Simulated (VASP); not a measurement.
# NaCl (Fm-3m) in VASP: notebook

The runs below take NaCl through single point, with r2SCAN, PBE.

Everything below comes from runs of VASP 6.6.1. Logs are shortened: lines on timing, memory, paths and dates and some standing lists are left out, and cuts for length are marked.

### 1 The cell of the first run

Symmetry: Fm-3m, No. 225, cubic system. Conventional cell: a = 5.026 Å, b = 5.026 Å, c = 5.026 Å, α = 90.00°, β = 90.00°, γ = 90.00°. Within 3.3 Å of Na (site symmetry m-3m) lie 6 Cl at 2.51 Å. Cl (site symmetry m-3m) has 6 Na at 2.51 Å within 3.3 Å.

### 2 Single point, r2SCAN (volume scaled by 0.720)

POSCAR reads:

```
NaCl
1.0
    0.0000000000      2.5128823230      2.5128823230
    2.5128823230      0.0000000000      2.5128823230
    2.5128823230      2.5128823230      0.0000000000
Na Cl
1 1
Direct
    0.0000000000      0.0000000000      0.0000000000
    0.5000000000      0.5000000000      0.5000000000
```

INCAR.step1 reads:

```
  PREC = Accurate
  ENCUT = 520
  ISMEAR = 0
  SIGMA = 0.05
  LREAL = False
  LASPH = True
  NELM = 80
  NBANDS = 14
  GGA = PE
  ALGO = Normal
  EDIFF = 1E-4
  LWAVE = True
  LCHARG = False
```

INCAR.step2 reads:

```
  PREC = Accurate
  ENCUT = 520
  EDIFF = 1E-7
  ISMEAR = 0
  SIGMA = 0.05
  LREAL = False
  LASPH = True
  NELM = 80
  ALGO = Normal
  ISIF = 2
  LWAVE = False
  LCHARG = True
  METAGGA = R2SCAN
  LMIXTAU = True
  LELF = True
  LVHAR = True
  NBANDS = 14
  ISTART = 1
```

KPOINTS reads:

```
Automatic mesh
0
Gamma
  8 8 8
```

Potentials or basis: VASP PAW PBE potentials, release 64 (Na_pv, Cl).

Run with:

```console
$ cat potpaw_PBE.64/Na_pv/POTCAR potpaw_PBE.64/Cl/POTCAR > POTCAR
$ cp INCAR.step1 INCAR
$ mpirun -np 1 vasp_std > vasp.out
$ cp INCAR.step2 INCAR
$ mpirun -np 1 vasp_std > vasp.out
```

OUTCAR:

```text
PREC = Accurate
   ENCUT = 520
   EDIFF = 1E-7
   ISMEAR = 0
   LREAL = False
   LASPH = True
   NELM = 80
   ISIF = 2
   METAGGA = R2SCAN
   ISTART = 1

 ion  position               nearest neighbor table
   1  0.000  0.000  0.000-   2 2.51   2 2.51   2 2.51   2 2.51   2 2.51   2 2.51
   2  0.500  0.500  0.500-   1 2.51   1 2.51   1 2.51   1 2.51   1 2.51   1 2.51

  LATTYP: Found a face centered cubic cell.
 ALAT       =     5.0257646460

  Lattice vectors:

 A1 = (   0.0000000000,   2.5128823230,   2.5128823230)
 A2 = (   2.5128823230,   0.0000000000,   2.5128823230)
 A3 = (   2.5128823230,   2.5128823230,   0.0000000000)

Analysis of symmetry for initial positions (statically):
=====================================================================
 Subroutine PRICEL returns:
 Original cell was already a primitive cell.

 Routine SETGRP: Setting up the symmetry group for a
 face centered cubic supercell.

 Subroutine GETGRP returns: Found 48 space group operations
 (whereof 48 operations were pure point group operations)
 out of a pool of 48 trial point group operations.

The static configuration has the point symmetry O_h .

Analysis of symmetry for dynamics (positions and initial velocities):
=====================================================================
 Subroutine PRICEL returns:
 Original cell was already a primitive cell.

 Routine SETGRP: Setting up the symmetry group for a
 face centered cubic supercell.

 Subroutine GETGRP returns: Found 48 space group operations
 (whereof 48 operations were pure point group operations)
 out of a pool of 48 trial point group operations.

The dynamic configuration has the point symmetry O_h .

 Subroutine INISYM returns: Found 48 space group operations
 (whereof 48 operations are pure point group operations),
 and found     1 'primitive' translations

----------------------------------------------------------------------------------------

                                     Primitive cell

  volume of cell :      31.7356

  direct lattice vectors                    reciprocal lattice vectors
     0.000000000  2.512882323  2.512882323    -0.198974697  0.198974697  0.198974697
     2.512882323  0.000000000  2.512882323     0.198974697 -0.198974697  0.198974697
     2.512882323  2.512882323  0.000000000     0.198974697  0.198974697 -0.198974697

  length of vectors
     3.553752262  3.553752262  3.553752262     0.344634285  0.344634285  0.344634285

  position of ions in fractional coordinates (direct lattice)
     0.000000000  0.000000000  0.000000000
     0.500000000  0.500000000  0.500000000

  ion indices of the primitive-cell ions
   primitive index   ion index
                 1           1
                 2           2

----------------------------------------------------------------------------------------

 KPOINTS: Automatic mesh

Automatic generation of k-mesh.
 Grid dimensions read from file:
 generate k-points for:    8    8    8

 Generating k-lattice:

  Cartesian coordinates                     Fractional coordinates (reciprocal lattice)
    -0.024871837  0.024871837  0.024871837     0.125000000  0.000000000  0.000000000
     0.024871837 -0.024871837  0.024871837     0.000000000  0.125000000  0.000000000
     0.024871837  0.024871837 -0.024871837     0.000000000  0.000000000  0.125000000

  Length of vectors
     0.043079286  0.043079286  0.043079286

  Shift w.r.t. Gamma in fractional coordinates (k-lattice)
     0.000000000  0.000000000  0.000000000

 Subroutine IBZKPT returns following result:
 ===========================================

 Found     29 irreducible k-points:

 Following reciprocal coordinates:
            Coordinates               Weight
  0.000000  0.000000  0.000000      1.000000
  0.125000  0.000000  0.000000      8.000000
  0.250000  0.000000  0.000000      8.000000
  0.375000  0.000000  0.000000      8.000000
  0.500000  0.000000  0.000000      4.000000
  0.125000  0.125000  0.000000      6.000000
[... 16 lines left out ...]
  0.500000  0.250000  0.125000     48.000000
 -0.375000  0.250000  0.125000     24.000000
 [... further k-points ...]
   k-points           NKPTS =     29   k-points in BZ     NKDIM =     29   number of bands    NBANDS=     14
   number of dos      NEDOS =    301   number of ions     NIONS =      2
   total plane-waves  NPLWV =  21952
   dimension x,y,z NGX =    28 NGY =   28 NGZ =   28
   dimension x,y,z NGXF=    56 NGYF=   56 NGZF=   56
   ions per type =               1   1
   NGX,Y,Z   is equivalent  to a cutoff of  13.10, 13.10, 13.10 a.u.
   NGXF,Y,Z  is equivalent  to a cutoff of  26.20, 26.20, 26.20 a.u.
 SYSTEM =  unknown system
   PREC   = accura    normal or accurate (medium, high low for compatibility)
   ISTART =      1    job   : 0-new  1-cont  2-samecut
   ICHARG =      0    charge: 1-file 2-atom 10-const
   ISPIN  =      1    spin polarized calculation?
   LNONCOLLINEAR =      F non collinear calculations
   LSORBIT =      F    spin-orbit coupling
   LASPH  =      T    aspherical Exc in radial PAW
   ENCUT  =  520.0 eV  38.22 Ry    6.18 a.u.   6.61  6.61  6.61*2*pi/ulx,y,z
   NELM   =     80;   NELMIN=  2; NELMDL=  0     # of ELM steps
   EDIFF  = 0.1E-06   stopping-criterion for ELM
   LREAL  =      F    real-space projection
   EDIFFG = 0.1E-05   stopping-criterion for IOM
   NSW    =      0    number of steps for IOM
   IBRION =     -1    ionic relax: 0-MD 1-quasi-New 2-CG
   NFREE  =      0    steps in history (QN), initial steepest desc. (CG)
   ISIF   =      2    stress and relaxation
   ISYM   =      2    0-nonsym 1-usesym 2-fastsym
   POTIM  = 0.5000    time-step for ionic-motion
   TEBEG  =    0.0;   TEEND  =   0.0 temperature during run
   PSTRESS=    0.0 pullay stress
   NELECT =      14.0000    total number of electrons
   NUPDOWN=      -1.0000    fix difference up-down
   EMIN   =  10.00;   EMAX   =-10.00  energy-range for DOS
   EFERMI =   0.00;   METHOD = LEGACY
   ISMEAR =     0;   SIGMA  =   0.05  broadening in eV -4-tet -1-fermi 0-gaus
   EFERMI_NEDOS =   21; number of points for ismear=-14 and -15
   IALGO  =     38    algorithm
   IMIX   =      4    mixing-type and parameters
     AMIX     =   0.40;   BMIX     =  1.00
     AMIX_MAG =   1.60;   BMIX_MAG =  1.00
  volume/ion in A,a.u.               =      15.87       107.08
  Fermi-wavevector in a.u.,A,eV,Ry     =   1.246241  2.355054 21.131434  1.553117
  Thomas-Fermi vector in A             =   2.380427
   LORBIT       =      0    0 simple, 1 ext, 2 COOP (PROOUT), +10 PAW based schemes
   METAGGA = R2SCAN    functional components
   LHFCALC =     F    Hartree Fock is set to
   AEXX    =    0.0000 exact exchange contribution
   IVDW    =     0    specifies the selected vdW correction
   LEPSILON=     F    determine dielectric tensor
   LRPA    =     F    only Hartree local field effects (RPA)
 non-spin polarized calculation
 Gauss-broadening in eV      SIGMA  =   0.05
  energy-cutoff  :      520.00
  volume of cell :       31.74
 maximum number of plane-waves:       877
 NGX is ok and might be reduce to    28
   NGX = 13   NGY = 13   NGZ = 13

 number of electron      13.9999993 magnetization

 Free energy of the ion-electron system (eV)
  ---------------------------------------------------
  ext. energy  EPLUGINS =         0.00000000
  ---------------------------------------------------
  free energy    TOTEN  =       -13.26202281 eV

  energy without entropy =      -13.26202281  energy(sigma->0) =      -13.26202281

 E-fermi :   1.6244     XC(G=0): -10.3579

 val. band max:        1.3984552008   @ k =   0.0000   0.0000   0.0000
 cond. band min:       9.1951644756   @ k =   0.0000   0.0000   0.0000
 fundamental gap:      7.7967092748
 Fermi energy:         1.6243651147

 k-point     1 :       0.0000    0.0000    0.0000
  band No.  band energies     occupation
      1     -19.7631      2.00000
      2     -19.7627      2.00000
      3     -19.7627      2.00000
      4     -12.9377      2.00000
      5       1.3984      2.00000
      6       1.3985      2.00000
      7       1.3985      2.00000
      8       9.1952      0.00000
      9      13.2578      0.00000
     10      13.2578      0.00000
     11      13.2578      0.00000
     12      16.0323      0.00000
     13      16.0323      0.00000
     14      18.4131      0.00000

 k-point     2 :       0.1250    0.0000    0.0000
  band No.  band energies     occupation
      1     -19.7847      2.00000
      2     -19.7640      2.00000
      3     -19.7637      2.00000
      4     -12.8153      2.00000
      5       0.8011      2.00000
      6       1.3074      2.00000
      7       1.3074      2.00000
      8       9.7987      0.00000
      9      12.8137      0.00000
     10      13.5690      0.00000
     11      13.5691      0.00000
     12      15.9491      0.00000
     13      15.9491      0.00000
     14      19.7430      0.00000

 k-point     3 :       0.2500    0.0000    0.0000
  band No.  band energies     occupation
      1     -19.8358      2.00000
      2     -19.7662      2.00000
      3     -19.7659      2.00000
      4     -12.5053      2.00000
      5      -0.4111      2.00000
      6       1.0991      2.00000
      7       1.0991      2.00000
      8      10.3254      0.00000
      9      13.2307      0.00000
     10      14.0070      0.00000
     11      14.0074      0.00000
     12      16.3842      0.00000
     13      16.3844      0.00000
     14      21.0143      0.00000

 k-point     4 :       0.3750    0.0000    0.0000
  band No.  band energies     occupation
      1     -19.8848      2.00000
      2     -19.7684      2.00000
      3     -19.7681      2.00000
      4     -12.1697      2.00000
      5      -1.4529      2.00000
      6       0.9045      2.00000
      7       0.9046      2.00000
      8      10.0497      0.00000
      9      13.9672      0.00000
     10      13.9677      0.00000
     11      15.0766      0.00000
     12      18.1108      0.00000
     13      18.1110      0.00000
     14      20.3849      0.00000

 k-point     5 :       0.5000    0.0000    0.0000
  band No.  band energies     occupation
      1     -19.9045      2.00000
      2     -19.7693      2.00000
      3     -19.7690      2.00000
      4     -12.0213      2.00000
      5      -1.8573      2.00000
      6       0.8274      2.00000
      7       0.8275      2.00000
      8       9.8993      0.00000
      9      13.8901      0.00000
     10      13.8906      0.00000
     11      16.2168      0.00000
[... 276 lines left out ...]
 k-point    22 :       0.3750    0.2500    0.1250
  band No.  band energies     occupation
      1     -19.8414      2.00000
      2     -19.7845      2.00000
      3     -19.7705      2.00000
      4     -12.3172      2.00000
      5      -0.6818      2.00000
      6       0.5446      2.00000
      7       0.8865      2.00000
      8      11.3924      0.00000
      9      11.7829      0.00000
     10      13.7801      0.00000
     11      15.5541      0.00000
     12      15.7402      0.00000
     13      18.3813      0.00000
     14      23.6706      0.00000

 k-point    23 :       0.5000    0.2500    0.1250
  band No.  band energies     occupation
      1     -19.8635      2.00000
      2     -19.7929      2.00000
      3     -19.7752      2.00000
      4     -12.0770      2.00000
      5      -1.2032      2.00000
      6       0.1438      2.00000
      7       0.6857      2.00000
      8      11.2753      0.00000
      9      12.8235      0.00000
     10      13.4610      0.00000
     11      15.4115      0.00000
     12      17.4501      0.00000
     13      20.7801      0.00000
     14      21.3192      0.00000

 k-point    24 :      -0.3750    0.2500    0.1250
  band No.  band energies     occupation
      1     -19.8728      2.00000
      2     -19.7944      2.00000
      3     -19.7786      2.00000
      4     -11.9730      2.00000
      5      -1.4223      2.00000
      6      -0.0004      2.00000
      7       0.5945      2.00000
      8      11.2395      0.00000
      9      12.6911      0.00000
     10      14.4133      0.00000
     11      15.1945      0.00000
     12      18.3808      0.00000
     13      20.6544      0.00000
     14      21.3294      0.00000

 [... further k-points ...]

------------------------ aborting loop because EDIFF is reached ----------------------------------------

  FORCE on cell =-STRESS in cart. coord.  units (eV):
  Direction    XX          YY          ZZ          XY          YZ          ZX
  --------------------------------------------------------------------------------------
  -------------------------------------------------------------------------------------
  Total        3.7951537      3.7951537      3.7951537      0.0000000      0.0000000      0.0000000
  in kB      191.5991146    191.5991146    191.5991146      0.0000000      0.0000000      0.0000000
  external PRESSURE =     191.5991146 kB  Pullay stress =       0.0000000 kB

 VOLUME and BASIS-vectors are now :
 -----------------------------------------------------------------------------
  energy-cutoff  :      520.00
  volume of cell :       31.74
      direct lattice vectors                 reciprocal lattice vectors
     0.000000000  2.512882323  2.512882323    -0.198974697  0.198974697  0.198974697
     2.512882323  0.000000000  2.512882323     0.198974697 -0.198974697  0.198974697
     2.512882323  2.512882323  0.000000000     0.198974697  0.198974697 -0.198974697

 POSITION                                       TOTAL-FORCE (eV/Angst)
 -----------------------------------------------------------------------------------
      0.00000      0.00000      0.00000        -0.000000     -0.000000     -0.000000
      2.51288      2.51288      2.51288         0.000000      0.000000      0.000000
 -----------------------------------------------------------------------------------
    total drift:                                0.000000      0.000000      0.000000

  FREE ENERGIE OF THE ION-ELECTRON SYSTEM (eV)
  ---------------------------------------------------
  free  energy   TOTEN  =       -13.2620228136 eV

  energy  without entropy=      -13.2620228136  energy(sigma->0) =      -13.26202281
```

It took 33 s on 1 thread of Intel Xeon 6975P-C (Granite Rapids), shared host; peak memory 0.16 GiB.

Results:

```
Free energy            : -13.2620 eV
Pressure               : 19.2 GPa
Band gap on the k mesh : 7.80 eV, direct
```

Caveat: the PAW data sets were made with another functional, which shifts forces and pressure a little. A k mesh can miss the band edges.

[end of part 1 of 2]
